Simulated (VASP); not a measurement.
# Ir (Fm-3m) in VASP: notebook

Ir is run at these levels: BLYP, PBE, revPBE+D3(BJ); tasks: relaxation of cell and atoms, single point.

All numbers are computed with VASP 6.6.1; they aren't measurements. Logs are shortened: lines on timing, memory, paths and dates and some standing lists are left out, and cuts for length are marked.

### Step 1. The cell of the first run

Symmetry: Fm-3m, No. 225, cubic system. Conventional cell: a = 3.831 Å, b = 3.831 Å, c = 3.831 Å, α = 90.00°, β = 90.00°, γ = 90.00°. Ir (site symmetry m-3m) has 12 Ir at 2.71 Å within 3.6 Å.

### Step 2. Relaxation of cell and atoms, BLYP

The input, INCAR:

```
AGGAC = 1.0
AGGAX = 1.0
ALDAC = 0.0
ALDAX = 1.0
ALGO = Normal
EDIFF = 1E-7
EDIFFG = -0.01
ENCUT = 500
GGA = B5
GGA_COMPAT = False
IBRION = 2
ISIF = 3
ISMEAR = -1
LASPH = True
LCHARG = False
LREAL = False
LWAVE = False
NELM = 120
NELMIN = 4
NSW = 60
PREC = Accurate
SIGMA = 0.05
```

The input, KPOINTS:

```
k-points
0
Gamma
  12 12 12
```

The input, POSCAR:

```
Ir
1.0
    0.0000000000      1.9156000000      1.9156000000
    1.9156000000      0.0000000000      1.9156000000
    1.9156000000      1.9156000000      0.0000000000
Ir
1
Direct
    0.0000000000      0.0000000000      0.0000000000
```

Potentials or basis: VASP PAW PBE potentials, release 64 (Ir_sv_GW).

Started as:

```
cat potpaw_PBE.64/Ir_sv_GW/POTCAR > POTCAR
mpirun -np 1 vasp_std > vasp.out
```

OUTCAR:

```text
EDIFF = 1E-7
   EDIFFG = -0.01
   ENCUT = 500
   GGA = B5
   IBRION = 2
   ISIF = 3
   ISMEAR = -1
   LASPH = True
   LREAL = False
   NELM = 120
   NELMIN = 4
   NSW = 60
   PREC = Accurate

 ion  position               nearest neighbor table
   1  0.000  0.000  0.000-

  LATTYP: Found a face centered cubic cell.
 ALAT       =     3.8312000000

  Lattice vectors:

 A1 = (   0.0000000000,   1.9156000000,   1.9156000000)
 A2 = (   1.9156000000,   0.0000000000,   1.9156000000)
 A3 = (   1.9156000000,   1.9156000000,   0.0000000000)

Analysis of symmetry for initial positions (statically):
[... 5 lines left out ...]
 face centered cubic supercell.

 Subroutine GETGRP returns: Found 48 space group operations
 (whereof 48 operations were pure point group operations)
 out of a pool of 48 trial point group operations.

The static configuration has the point symmetry O_h .

Analysis of symmetry for dynamics (positions and initial velocities):
[... 5 lines left out ...]
 face centered cubic supercell.

 Subroutine GETGRP returns: Found 48 space group operations
 (whereof 48 operations were pure point group operations)
 out of a pool of 48 trial point group operations.

The dynamic configuration has the point symmetry O_h .

 Subroutine INISYM returns: Found 48 space group operations
 (whereof 48 operations are pure point group operations),
 and found     1 'primitive' translations

----------------------------------------------------------------------------------------

                                     Primitive cell

  volume of cell :      14.0587

  direct lattice vectors                    reciprocal lattice vectors
     0.000000000  1.915600000  1.915600000    -0.261014826  0.261014826  0.261014826
     1.915600000  0.000000000  1.915600000     0.261014826 -0.261014826  0.261014826
     1.915600000  1.915600000  0.000000000     0.261014826  0.261014826 -0.261014826

  length of vectors
     2.709067500  2.709067500  2.709067500     0.452090940  0.452090940  0.452090940

  position of ions in fractional coordinates (direct lattice)
     0.000000000  0.000000000  0.000000000

  ion indices of the primitive-cell ions
   primitive index   ion index
                 1           1

----------------------------------------------------------------------------------------

 KPOINTS: k-points

Automatic generation of k-mesh.
 Grid dimensions read from file:
 generate k-points for:   12   12   12

 Generating k-lattice:

  Cartesian coordinates                     Fractional coordinates (reciprocal lattice)
    -0.021751235  0.021751235  0.021751235     0.083333333  0.000000000  0.000000000
     0.021751235 -0.021751235  0.021751235     0.000000000  0.083333333  0.000000000
     0.021751235  0.021751235 -0.021751235     0.000000000  0.000000000  0.083333333

  Length of vectors
     0.037674245  0.037674245  0.037674245

  Shift w.r.t. Gamma in fractional coordinates (k-lattice)
     0.000000000  0.000000000  0.000000000

 Subroutine IBZKPT returns following result:
 ===========================================

 Found     72 irreducible k-points:

 Following reciprocal coordinates:
            Coordinates               Weight
  0.000000  0.000000  0.000000      1.000000
  0.083333  0.000000  0.000000      8.000000
  0.166667  0.000000  0.000000      8.000000
  0.250000  0.000000  0.000000      8.000000
  0.333333  0.000000  0.000000      8.000000
  0.416667  0.000000  0.000000      8.000000
[... 16 lines left out ...]
  0.500000  0.166667  0.000000     24.000000
 -0.416667  0.166667  0.000000     24.000000
 [... further k-points ...]
   k-points           NKPTS =     72   k-points in BZ     NKDIM =     72   number of bands    NBANDS=     12
   number of dos      NEDOS =    301   number of ions     NIONS =      1
   total plane-waves  NPLWV =   8000
   dimension x,y,z NGX =    20 NGY =   20 NGZ =   20
   dimension x,y,z NGXF=    40 NGYF=   40 NGZF=   40
   ions per type =               1
   NGX,Y,Z   is equivalent  to a cutoff of  12.27, 12.27, 12.27 a.u.
   NGXF,Y,Z  is equivalent  to a cutoff of  24.55, 24.55, 24.55 a.u.
 SYSTEM =  unknown system
   PREC   = accura    normal or accurate (medium, high low for compatibility)
   ISTART =      0    job   : 0-new  1-cont  2-samecut
   ICHARG =      2    charge: 1-file 2-atom 10-const
   ISPIN  =      1    spin polarized calculation?
   LNONCOLLINEAR =      F non collinear calculations
   LSORBIT =      F    spin-orbit coupling
   LASPH  =      T    aspherical Exc in radial PAW
   ENCUT  =  500.0 eV  36.75 Ry    6.06 a.u.   4.94  4.94  4.94*2*pi/ulx,y,z
   NELM   =    120;   NELMIN=  4; NELMDL= -5     # of ELM steps
   EDIFF  = 0.1E-06   stopping-criterion for ELM
   LREAL  =      F    real-space projection
   EDIFFG = -.1E-01   stopping-criterion for IOM
   NSW    =     60    number of steps for IOM
   IBRION =      2    ionic relax: 0-MD 1-quasi-New 2-CG
[... 63 lines left out ...]
 -----------------------------------------------------------------------------------
    total drift:                               -0.000000     -0.000000     -0.000000

  FREE ENERGIE OF THE ION-ELECTRON SYSTEM (eV)
  ---------------------------------------------------
  free  energy   TOTEN  =        -7.9744944560 eV

  energy  without entropy=       -7.9698814444  energy(sigma->0) =       -7.97218795

--------------------------------------- Ionic step        2  -------------------------------------------

 number of electron      17.0000000 magnetization

 E-fermi :   7.9905     XC(G=0): -11.8809

 val. band max:        7.9897951954   @ k =  -0.3333   0.3333   0.0000
 cond. band min:       7.9986138306   @ k =  -0.2500   0.0833   0.0000
 fundamental gap:      0.0088186352
 Fermi energy:         7.9904577730

 k-point     1 :       0.0000    0.0000    0.0000
  band No.  band energies     occupation
      1     -83.5096      2.00000
      2     -40.4999      2.00000
      3     -40.4999      2.00000
      4     -40.4999      2.00000
      5       0.1704      2.00000
      6       5.6599      2.00000
      7       5.6599      2.00000
      8       5.6599      2.00000
      9       7.2357      2.00000
     10       7.2357      2.00000
     11      22.4192      0.00000
     12      26.0581      0.00000

 k-point     2 :       0.0833    0.0000    0.0000
  band No.  band energies     occupation
      1     -83.5086      2.00000
      2     -40.5161      2.00000
      3     -40.5023      2.00000
      4     -40.5023      2.00000
      5       0.3945      2.00000
      6       5.5765      2.00000
      7       5.7410      2.00000
      8       5.7410      2.00000
      9       7.1975      2.00000
     10       7.1975      2.00000
     11      22.7137      0.00000
     12      24.8878      0.00000
[... 413 lines left out ...]
 VOLUME and BASIS-vectors are now :
 -----------------------------------------------------------------------------
  energy-cutoff  :      500.00
  volume of cell :       15.16
      direct lattice vectors                 reciprocal lattice vectors
    -0.000000000  1.964498791  1.964498791    -0.254517846  0.254517846  0.254517846
     1.964498791  0.000000000  1.964498791     0.254517846 -0.254517846  0.254517846
     1.964498791  1.964498791  0.000000000     0.254517846  0.254517846 -0.254517846

 POSITION                                       TOTAL-FORCE (eV/Angst)
 -----------------------------------------------------------------------------------
      0.00000      0.00000      0.00000        -0.000000      0.000000     -0.000000
 -----------------------------------------------------------------------------------
    total drift:                               -0.000000     -0.000000     -0.000000

  FREE ENERGIE OF THE ION-ELECTRON SYSTEM (eV)
  ---------------------------------------------------
  free  energy   TOTEN  =        -8.0607706258 eV

  energy  without entropy=       -8.0553250279  energy(sigma->0) =       -8.05804783

--------------------------------------- Ionic step        5  -------------------------------------------

 number of electron      17.0000000 magnetization

 Free energy of the ion-electron system (eV)
  ---------------------------------------------------
  ext. energy  EPLUGINS =         0.00000000
  ---------------------------------------------------
  free energy    TOTEN  =        -8.06078811 eV

  energy without entropy =       -8.05536148  energy(sigma->0) =       -8.05807480

 E-fermi :  12.1851     XC(G=0): -13.4218

 val. band max:       12.1745229984   @ k =  -0.3333   0.3333   0.0000
 cond. band min:      12.1928195598   @ k =  -0.2500   0.0833   0.0000
 fundamental gap:      0.0182965615
 Fermi energy:        12.1850500676

 k-point     1 :       0.0000    0.0000    0.0000
  band No.  band energies     occupation
      1     -80.0257      2.00000
      2     -36.8310      2.00000
      3     -36.8310      2.00000
      4     -36.8310      2.00000
      5       2.0012      2.00000
      6       8.6745      2.00000
      7       8.6745      2.00000
      8       8.6745      2.00000
      9      11.0649      2.00000
     10      11.0649      2.00000
     11      26.2974      0.00000
     12      31.3141      0.00000

 k-point     2 :       0.0833    0.0000    0.0000
  band No.  band energies     occupation
      1     -80.0224      2.00000
      2     -36.8741      2.00000
      3     -36.8370      2.00000
      4     -36.8370      2.00000
      5       2.2892      2.00000
      6       8.5390      2.00000
      7       8.7920      2.00000
      8       8.7920      2.00000
      9      10.9965      2.00000
     10      10.9965      2.00000
     11      26.7703      0.00000
     12      30.1243      0.00000
[... 343 lines left out ...]
 VOLUME and BASIS-vectors are now :
 -----------------------------------------------------------------------------
  energy-cutoff  :      500.00
  volume of cell :       15.14
      direct lattice vectors                 reciprocal lattice vectors
    -0.000000000  1.963520814  1.963520814    -0.254644614  0.254644614  0.254644614
     1.963520814  0.000000000  1.963520814     0.254644614 -0.254644614  0.254644614
     1.963520814  1.963520814  0.000000000     0.254644614  0.254644614 -0.254644614

 POSITION                                       TOTAL-FORCE (eV/Angst)
 -----------------------------------------------------------------------------------
      0.00000      0.00000      0.00000         0.000000      0.000000     -0.000000
 -----------------------------------------------------------------------------------
    total drift:                               -0.000000     -0.000000     -0.000000

  FREE ENERGIE OF THE ION-ELECTRON SYSTEM (eV)
  ---------------------------------------------------
  free  energy   TOTEN  =        -8.0607881120 eV

  energy  without entropy=       -8.0553614823  energy(sigma->0) =       -8.05807480

 reached required accuracy - stopping structural energy minimisation
```

It took 76 s on 1 thread of AMD EPYC 7R13 (Zen 3), shared host; peak memory 0.11 GiB.

What came out:

| Quantity | Value |
| --- | --- |
| Free energy | -8.0608 eV |
| Relaxed volume | 15.14 Å³/atom |
| Relaxed cell | a = 2.777 Å, b = 2.777 Å, c = 2.777 Å, α = 60.00°, β = 60.00°, γ = 60.00° |
| Space group after relaxing (to 0.05 Å) | Fm-3m (No. 225) |
| Energy gained by relaxing | 86.3 meV/atom |
| Ionic steps | 5 |
| Pressure after relaxing | 0.1 GPa |

Step by step:
```
step  energy change (eV)  largest force (eV/Å)  pressure (GPa)  volume (Å³)
   1              0.0000                0.0000           27.51        14.06
   2              0.6060                0.0000          -37.68        19.56
   3             -0.0851                0.0000           -2.77        15.29
   4             -0.0863                0.0000           -0.34        15.16
   5             -0.0863                0.0000            0.10        15.14
```

Final structure:
```
Ir
1.0
     0.00000    1.96352    1.96352
     1.96352    0.00000    1.96352
     1.96352    1.96352    0.00000
Ir
1
Direct
  0.00000 0.00000 0.00000
```

Caveat: the PAW data sets were made with another functional, which shifts forces and pressure a little; spin-orbit coupling is left out, which moves the levels of the heavy elements. BLYP gives volumes clearly too large for solids.

### Step 3. Single point, PBE

The input, INCAR:

```
PREC     = Accurate       # precision mode
ENCUT    = 520            # plane-wave cutoff, eV
EDIFF    = 1E-6           # SCF threshold, eV
ISMEAR   = 0              # smearing method
SIGMA    = 0.018000000000000002 # smearing width, eV
LREAL    = F              # projectors in reciprocal space
LASPH    = T              # aspherical terms in the spheres
NELM     = 60             # most SCF steps
ALGO     = Fast           # electronic algorithm
ISIF     = 2              # what is computed and relaxed
LWAVE    = F              # write WAVECAR
LCHARG   = F              # write CHGCAR
GGA      = PE             # functional
NBANDS   = 10             # bands
```

The input, KPOINTS:

```
regular mesh
0
Gamma
  12 12 12
```

POSCAR is that of step 2.

Potentials or basis: VASP PAW PBE potentials, release 64 (Ir).

Started as:

```
cat potpaw_PBE.64/Ir/POTCAR > POTCAR
mpirun -np 1 vasp_std > vasp.out
```

Run time: 12 s. Hardware: 1 thread of Intel Xeon 6975P-C, shared host; peak memory 0.13 GiB.

The run converged. Its results:

```
Free energy : -8.8513 eV
Pressure    : 11.6 GPa
```

Levels at points of the mesh, in eV from the Fermi level:
| k point | band 1 | band 2 | band 3 | band 4 | band 5 | band 6 | band 7 | band 8 |
| --- | --- | --- | --- | --- | --- | --- | --- | --- |
| (0.00, 0.00, 0.00) | -11.22 | -3.95 | -3.95 | -3.95 | -1.24 | -1.24 | 14.29 | 19.91 |
| (0.50, 0.00, 0.00) | -8.20 | -4.06 | -4.06 | -0.81 | 0.88 | 0.88 | 7.30 | 13.83 |
| (0.50, 0.50, 0.00) | -8.02 | -7.44 | 0.84 | 1.46 | 1.46 | 1.67 | 10.57 | 11.71 |

Caveat: spin-orbit coupling is left out, which moves the levels of the heavy elements.

### Step 4. Single point, PBE

The input, INCAR:

```
SYSTEM = Ir
PREC     = Accurate       ! precision mode
ENCUT    = 520            ! plane-wave cutoff, eV
EDIFF    = 1E-6           ! SCF threshold, eV
ISMEAR   = 0              ! smearing method
SIGMA    = 0.013000000000000001 ! smearing width, eV
LREAL    = .False.        ! projectors in reciprocal space
LASPH    = .True.         ! aspherical terms in the spheres
NELM     = 80             ! most SCF steps
ALGO     = Fast           ! electronic algorithm
ISIF     = 2              ! what is computed and relaxed
LWAVE    = .False.        ! write WAVECAR
LCHARG   = .False.        ! write CHGCAR
GGA      = PE             ! functional
NBANDS   = 10             ! bands
```

The input, KPOINTS:

```
regular mesh
0
Gamma
  12 12 12
  0 0 0
```

POSCAR is that of step 3.

Started as:

```
cat potpaw_PBE.64/Ir/POTCAR > POTCAR
mpirun -np 1 vasp_std > vasp.out
```

Run time: 11 s. Hardware: 1 thread of Intel Xeon 6975P-C, shared host; peak memory 0.13 GiB.

It converged, with:

```
Free energy : -8.8513 eV
Pressure    : 11.6 GPa
```

Levels at points of the mesh, in eV from the Fermi level:
```
           k point  band 1  band 2  band 3  band 4  band 5  band 6  band 7  band 8
(0.00, 0.00, 0.00)  -11.22   -3.95   -3.95   -3.95   -1.24   -1.24   14.29   19.91
(0.50, 0.00, 0.00)   -8.20   -4.06   -4.06   -0.81    0.88    0.88    7.30   13.83
(0.50, 0.50, 0.00)   -8.02   -7.44    0.84    1.47    1.47    1.67   10.57   11.71
```

Caveat: spin-orbit coupling is left out, which moves the levels of the heavy elements.

### Step 5. Single point, revPBE+D3(BJ)

This run uses another cell than the first one, of 13.97 Å³/atom, 0.994 times its volume.

The input, INCAR:

```
SYSTEM = Ir
PREC = Accurate ; ENCUT = 520
EDIFF = 1E-7 ; ISMEAR = -1
SIGMA = 0.05 ; LREAL = .False.
LASPH = .True. ; NELM = 80
ALGO = Normal ; ISIF = 2
LWAVE = .False. ; LCHARG = .False.
GGA = RE ; IVDW = 12
NBANDS = 10
```

The input, KPOINTS:

```
Automatic mesh
0
Gamma
  12 12 12
  0 0 0
```

The input, POSCAR:

```
Ir
1.0
    0.0000000000      1.9115252681      1.9115252681
    1.9115252681      0.0000000000      1.9115252681
    1.9115252681      1.9115252681      0.0000000000
Ir
1
Direct
    0.0000000000      0.0000000000      0.0000000000
```

Started as:

```
cat potpaw_PBE.64/Ir/POTCAR > POTCAR
mpirun -np 1 vasp_std > vasp.out
```

Run time: 9.6 s. Hardware: 1 thread of Intel Xeon 6975P-C, shared host; peak memory 0.14 GiB.

Results (log left out):

| Item | Value |
| --- | --- |
| Free energy | -9.7025 eV |
| Pressure | 0.7 GPa |
| Dispersion energy per atom | -1.398 eV |

Levels at points of the mesh, in eV from the Fermi level:
```
           k point  band 1  band 2  band 3  band 4  band 5  band 6  band 7  band 8
(0.00, 0.00, 0.00)  -11.27   -3.99   -3.99   -3.99   -1.26   -1.26   14.25   19.92
(0.50, 0.00, 0.00)   -8.26   -4.10   -4.10   -0.82    0.88    0.88    7.38   13.80
(0.50, 0.50, 0.00)   -8.09   -7.51    0.84    1.48    1.48    1.67   10.68   11.74
```

Caveat: the PAW data sets were made with another functional, which shifts forces and pressure a little; spin-orbit coupling is left out, which moves the levels of the heavy elements; pairwise dispersion overbinds metals, which lowers pressure and volume.

### Step 6. Overview

```tsv
task	level	potentials or basis	cell	cutoff (eV)	smearing	second run	gap on the mesh (eV)	pressure (GPa)
relaxation of cell and atoms	BLYP	VASP PAW PBE potentials, release 64 (Ir_sv_GW)	relaxed from a = 2.709 Å, angles 60.0°, 1 atom	500	fermi-dirac 0.05 eV	valence_matched	none	0.1
single point	PBE	VASP PAW PBE potentials, release 64 (Ir)	a = 2.709 Å, angles 60.0°, 1 atom	520	gaussian 0.018 eV	-	none	11.6
single point	PBE	VASP PAW PBE potentials, release 64 (Ir)	a = 2.709 Å, angles 60.0°, 1 atom	520	gaussian 0.013 eV	-	none	11.6
single point	revPBE+D3(BJ)	VASP PAW PBE potentials, release 64 (Ir)	a = 2.703 Å, angles 60.0°, 1 atom	520	fermi-dirac 0.05 eV	-	none	0.7
```

Alike in all rows: no spin polarisation; k mesh 12 × 12 × 12.

Caveats: spin-orbit coupling is left out, which moves the levels of the heavy elements; the PAW data sets were made with another functional, which shifts forces and pressure a little (some runs); pairwise dispersion overbinds metals, which lowers pressure and volume (some runs).

Total energies depend on the potentials used, so only differences within one code and one set of settings carry meaning.
